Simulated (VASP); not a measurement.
# C (Fd-3m) in VASP: further runs

The runs below take C through single point, with PBEsol-based screened hybrid with 25 % exact exchange.

Everything below comes from runs of VASP 6.6.1. Logs are shortened: lines on timing, memory, paths and dates and some standing lists are left out, and cuts for length are marked.

## (1) The cell of the first run

The structure is cubic, space group Fd-3m (No. 227). Conventional cell: a = 3.519 Å, b = 3.519 Å, c = 3.519 Å, α = 90.00°, β = 90.00°, γ = 90.00°. Within 2.0 Å of C (site symmetry -43m) lie 4 C at 1.52 Å.

## (2) Single point, PBEsol-based screened hybrid with 25 % exact exchange

Contents of POSCAR:

```
C
1.0
    0.0000000000      1.7592674508      1.7592674508
    1.7592674508      0.0000000000      1.7592674508
    1.7592674508      1.7592674508      0.0000000000
C
2
Direct
    0.7500000000      0.7500000000      0.7500000000
    0.5000000000      0.5000000000      0.5000000000
```

Contents of INCAR.step1:

```
ALGO = Normal
EDIFF = 1E-5
ENCUT = 520
GGA = PE
ISIF = 2
ISMEAR = -1
LASPH = T
LCHARG = F
LREAL = F
LWAVE = T
NBANDS = 11
NELM = 80
PREC = Accurate
SIGMA = 0.05
```

Contents of INCAR.step2:

```
AEXX = 0.25
ALGO = Normal
EDIFF = 1E-7
ENCUT = 520
GGA = PS
HFSCREEN = 0.207
ISIF = 2
ISMEAR = -1
ISTART = 1
LASPH = T
LCHARG = F
LHFCALC = T
LREAL = F
LWAVE = F
NBANDS = 11
NELM = 80
PREC = Accurate
PRECFOCK = Normal
SIGMA = 0.05
```

Contents of KPOINTS:

```
k-points
0
Gamma
  7 7 7
```

Potentials or basis: VASP PAW PBE potentials, release 64 (C).

On the command line:

```console
cat potpaw_PBE.64/C/POTCAR > POTCAR
cp INCAR.step1 INCAR
mpirun -np 1 vasp_std > vasp.out
cp INCAR.step2 INCAR
mpirun -np 1 vasp_std > vasp.out
```

OUTCAR:

```text
AEXX = 0.25
   EDIFF = 1E-7
   ENCUT = 520
   GGA = PS
   HFSCREEN = 0.207
   ISIF = 2
   ISMEAR = -1
   ISTART = 1
   LASPH = T
   LHFCALC = T
   LREAL = F
   NELM = 80
   PREC = Accurate
   PRECFOCK = Normal

 ion  position               nearest neighbor table
   1  0.750  0.750  0.750-   2 1.52   2 1.52   2 1.52   2 1.52
   2  0.500  0.500  0.500-   1 1.52   1 1.52   1 1.52   1 1.52

  LATTYP: Found a face centered cubic cell.
 ALAT       =     3.5185349016

  Lattice vectors:

 A1 = (   0.0000000000,   1.7592674508,   1.7592674508)
 A2 = (   1.7592674508,   0.0000000000,   1.7592674508)
 A3 = (   1.7592674508,   1.7592674508,   0.0000000000)

Analysis of symmetry for initial positions (statically):
=====================================================================
 Subroutine PRICEL returns:
 Original cell was already a primitive cell.

 Routine SETGRP: Setting up the symmetry group for a
 face centered cubic supercell.

 Subroutine GETGRP returns: Found 48 space group operations
 (whereof 24 operations were pure point group operations)
 out of a pool of 48 trial point group operations.

The static configuration has the point symmetry T_d .
 The point group associated with its full space group is O_h .

Analysis of symmetry for dynamics (positions and initial velocities):
=====================================================================
 Subroutine PRICEL returns:
 Original cell was already a primitive cell.

 Routine SETGRP: Setting up the symmetry group for a
 face centered cubic supercell.

 Subroutine GETGRP returns: Found 48 space group operations
 (whereof 24 operations were pure point group operations)
 out of a pool of 48 trial point group operations.

The dynamic configuration has the point symmetry T_d .
 The point group associated with its full space group is O_h .

 Subroutine INISYM returns: Found 48 space group operations
 (whereof 24 operations are pure point group operations),
 and found     1 'primitive' translations

----------------------------------------------------------------------------------------

                                     Primitive cell

  volume of cell :      10.8899

  direct lattice vectors                    reciprocal lattice vectors
     0.000000000  1.759267451  1.759267451    -0.284209203  0.284209203  0.284209203
     1.759267451  0.000000000  1.759267451     0.284209203 -0.284209203  0.284209203
     1.759267451  1.759267451  0.000000000     0.284209203  0.284209203 -0.284209203

  length of vectors
     2.487979889  2.487979889  2.487979889     0.492264780  0.492264780  0.492264780

  position of ions in fractional coordinates (direct lattice)
     0.750000000  0.750000000  0.750000000
     0.500000000  0.500000000  0.500000000

  ion indices of the primitive-cell ions
   primitive index   ion index
                 1           1
                 2           2

----------------------------------------------------------------------------------------

 KPOINTS: k-points

Automatic generation of k-mesh.
 Grid dimensions read from file:
 generate k-points for:    7    7    7

 Generating k-lattice:

  Cartesian coordinates                     Fractional coordinates (reciprocal lattice)
    -0.040601315  0.040601315  0.040601315     0.142857143  0.000000000  0.000000000
     0.040601315 -0.040601315  0.040601315     0.000000000  0.142857143  0.000000000
     0.040601315  0.040601315 -0.040601315     0.000000000  0.000000000  0.142857143

  Length of vectors
     0.070323540  0.070323540  0.070323540

  Shift w.r.t. Gamma in fractional coordinates (k-lattice)
     0.000000000  0.000000000  0.000000000

 Subroutine IBZKPT returns following result:
 ===========================================

 Found     20 irreducible k-points:

 Following reciprocal coordinates:
            Coordinates               Weight
  0.000000  0.000000  0.000000      1.000000
  0.142857  0.000000  0.000000      8.000000
  0.285714  0.000000  0.000000      8.000000
  0.428571  0.000000  0.000000      8.000000
  0.142857  0.142857  0.000000      6.000000
  0.285714  0.142857  0.000000     24.000000
[... 12 lines left out ...]
 -0.428571  0.428571  0.142857     24.000000
 -0.285714  0.428571  0.142857     24.000000
   k-points           NKPTS =     20   k-points in BZ     NKDIM =    343   number of bands    NBANDS=     11
   number of dos      NEDOS =    301   number of ions     NIONS =      2
   total plane-waves  NPLWV =   8000
   dimension x,y,z NGX =    20 NGY =   20 NGZ =   20
   dimension x,y,z NGXF=    40 NGYF=   40 NGZF=   40
   ions per type =               2
   NGX,Y,Z   is equivalent  to a cutoff of  13.36, 13.36, 13.36 a.u.
   NGXF,Y,Z  is equivalent  to a cutoff of  26.73, 26.73, 26.73 a.u.
 SYSTEM =  unknown system
   PREC   = accura    normal or accurate (medium, high low for compatibility)
   ISTART =      1    job   : 0-new  1-cont  2-samecut
   ICHARG =      0    charge: 1-file 2-atom 10-const
   ISPIN  =      1    spin polarized calculation?
   LNONCOLLINEAR =      F non collinear calculations
   LSORBIT =      F    spin-orbit coupling
   LASPH  =      T    aspherical Exc in radial PAW
   ENCUT  =  520.0 eV  38.22 Ry    6.18 a.u.   4.63  4.63  4.63*2*pi/ulx,y,z
   NELM   =     80;   NELMIN=  2; NELMDL=  0     # of ELM steps
   EDIFF  = 0.1E-06   stopping-criterion for ELM
   LREAL  =      F    real-space projection
   EDIFFG = 0.1E-05   stopping-criterion for IOM
   NSW    =      0    number of steps for IOM
   IBRION =     -1    ionic relax: 0-MD 1-quasi-New 2-CG
   NFREE  =      0    steps in history (QN), initial steepest desc. (CG)
   ISIF   =      2    stress and relaxation
   ISYM   =      3    0-nonsym 1-usesym 2-fastsym
   POTIM  = 0.5000    time-step for ionic-motion
   TEBEG  =    0.0;   TEEND  =   0.0 temperature during run
   PSTRESS=    0.0 pullay stress
   NELECT =       8.0000    total number of electrons
   NUPDOWN=      -1.0000    fix difference up-down
   EMIN   =  10.00;   EMAX   =-10.00  energy-range for DOS
   EFERMI =   0.00;   METHOD = LEGACY
   ISMEAR =    -1;   SIGMA  =   0.05  broadening in eV -4-tet -1-fermi 0-gaus
   EFERMI_NEDOS =   21; number of points for ismear=-14 and -15
   IALGO  =     38    algorithm
   IMIX   =      1    mixing-type and parameters
     AMIX     =   0.40;   BMIX     =  1.00
     AMIX_MAG =   1.60;   BMIX_MAG =  1.00
  volume/ion in A,a.u.               =       5.44        36.74
  Fermi-wavevector in a.u.,A,eV,Ry     =   1.477167  2.791441 29.688220  2.182023
  Thomas-Fermi vector in A             =   2.591604
   LORBIT       =      0    0 simple, 1 ext, 2 COOP (PROOUT), +10 PAW based schemes
   GGA     = PS    functional components
   LHFCALC =     T    Hartree Fock is set to
   PRECFOCK=normal    Normal, Fast or Accurate (Low or Medium for compatibility)
   ENCUT4O =  -1.0   cutoff for four orbital integrals eV
   NKREDX  =     1    reduce k-point grid by
   NKREDY  =     1    reduce k-point grid by
   NKREDZ  =     1    reduce k-point grid by
   AEXX    =    0.2500 exact exchange contribution
   HFSCREEN=    0.2070 screening length (either q_TF or 0.3 A-1)
   HFSCREENC=   0.2070 screening length for correlation (either q_TF or 0.3 A-1)
   ENCUTFOCK=  -1.0 apply spherical cutoff to Coloumb kernel
   IVDW    =     0    specifies the selected vdW correction
   LEPSILON=     F    determine dielectric tensor
   LRPA    =     F    only Hartree local field effects (RPA)
 non-spin polarized calculation
  energy-cutoff  :      520.00
  volume of cell :       10.89
 maximum number of plane-waves:       304
  NGX = 14; NGY = 14; NGZ = 14

 number of electron       7.9999999 magnetization

 Free energy of the ion-electron system (eV)
  ---------------------------------------------------
  ext. energy  EPLUGINS =         0.00000000
  ---------------------------------------------------
  free energy    TOTEN  =       -21.79479677 eV

  energy without entropy =      -21.79479677  energy(sigma->0) =      -21.79479677

 E-fermi :  10.6413     XC(G=0): -11.0749

 val. band max:        9.6769801794   @ k =   0.0000   0.0000   0.0000
 cond. band min:      15.1049303477   @ k =   0.4286   0.4286   0.0000
 fundamental gap:      5.4279501684
 Fermi energy:        10.6413158524

 k-point     1 :       0.0000    0.0000    0.0000
  band No.  band energies     occupation
      1     -14.4458      2.00000
      2       9.6770      2.00000
      3       9.6770      2.00000
      4       9.6770      2.00000
      5      16.7416      0.00000
      6      16.7416      0.00000
      7      16.7416      0.00000
      8      25.9696      0.00000
      9      30.9123      0.00000
     10      38.4431      0.00000
     11      38.4431      0.00000

 k-point     2 :       0.1429    0.0000    0.0000
  band No.  band energies     occupation
      1     -13.8181      2.00000
      2       6.3483      2.00000
      3       8.7734      2.00000
      4       8.7734      2.00000
      5      17.9347      0.00000
      6      17.9347      0.00000
      7      18.4409      0.00000
      8      26.3550      0.00000
      9      31.8373      0.00000
     10      34.7486      0.00000
     11      34.7486      0.00000

 k-point     3 :       0.2857    0.0000    0.0000
  band No.  band energies     occupation
      1     -11.9576      2.00000
      2       0.8715      2.00000
      3       7.3963      2.00000
      4       7.3963      2.00000
      5      19.4676      0.00000
      6      19.4676      0.00000
      7      19.9658      0.00000
      8      27.1612      0.00000
      9      32.7245      0.00000
     10      34.2623      0.00000
     11      34.2623      0.00000
[... 211 lines left out ...]
 k-point    19 :      -0.4286    0.4286    0.1429
  band No.  band energies     occupation
      1      -6.4665      2.00000
      2      -2.0006      2.00000
      3       1.0989      2.00000
      4       1.8283      2.00000
      5      18.1564      0.00000
      6      19.3440      0.00000
      7      25.9187      0.00000
      8      28.3029      0.00000
      9      33.4738      0.00000
     10      35.2098      0.00000
     11      42.2092      0.00000

 k-point    20 :      -0.2857    0.4286    0.1429
  band No.  band energies     occupation
      1      -4.9379      2.00000
      2      -3.0872      2.00000
      3      -0.7159      2.00000
      4       2.1889      2.00000
      5      19.3242      0.00000
      6      23.2918      0.00000
      7      24.9949      0.00000
      8      25.8256      0.00000
      9      31.4944      0.00000
     10      35.4861      0.00000
     11      40.0685      0.00000

------------------------ aborting loop because EDIFF is reached ----------------------------------------

  FORCE on cell =-STRESS in cart. coord.  units (eV):
  Direction    XX          YY          ZZ          XY          YZ          ZX
  --------------------------------------------------------------------------------------
  -------------------------------------------------------------------------------------
  Total        0.5368014      0.5368014      0.5368014      0.0000000      0.0000000      0.0000000
  in kB       78.9766339     78.9766339     78.9766339      0.0000000      0.0000000      0.0000000
  external PRESSURE =      78.9766339 kB  Pullay stress =       0.0000000 kB

 VOLUME and BASIS-vectors are now :
 -----------------------------------------------------------------------------
  energy-cutoff  :      520.00
  volume of cell :       10.89
      direct lattice vectors                 reciprocal lattice vectors
     0.000000000  1.759267451  1.759267451    -0.284209203  0.284209203  0.284209203
     1.759267451  0.000000000  1.759267451     0.284209203 -0.284209203  0.284209203
     1.759267451  1.759267451  0.000000000     0.284209203  0.284209203 -0.284209203

 POSITION                                       TOTAL-FORCE (eV/Angst)
 -----------------------------------------------------------------------------------
      2.63890      2.63890      2.63890         0.000000      0.000000      0.000000
      1.75927      1.75927      1.75927        -0.000000     -0.000000     -0.000000
 -----------------------------------------------------------------------------------
    total drift:                                0.000000     -0.000000      0.000000

  FREE ENERGIE OF THE ION-ELECTRON SYSTEM (eV)
  ---------------------------------------------------
  free  energy   TOTEN  =       -21.7947967687 eV

  energy  without entropy=      -21.7947967686  energy(sigma->0) =      -21.79479677
```

Run time: 2.9 min. Hardware: 1 thread of AMD EPYC 9R45 (Zen 5), shared host; peak memory 0.19 GiB.

What came out:

```yaml
Free_energy: -21.7948 eV
Pressure: 7.9 GPa
Band_gap_on_the_k_mesh: 5.43 eV (least direct gap 7.06 eV)
```

Caveat: the k points lie up to 0.44 Å⁻¹ apart; the PAW data sets were made with another functional, which shifts forces and pressure a little; an odd mesh through Γ misses points on the zone boundary, where band edges can lie.

(Part 1 of 2 ends here.)
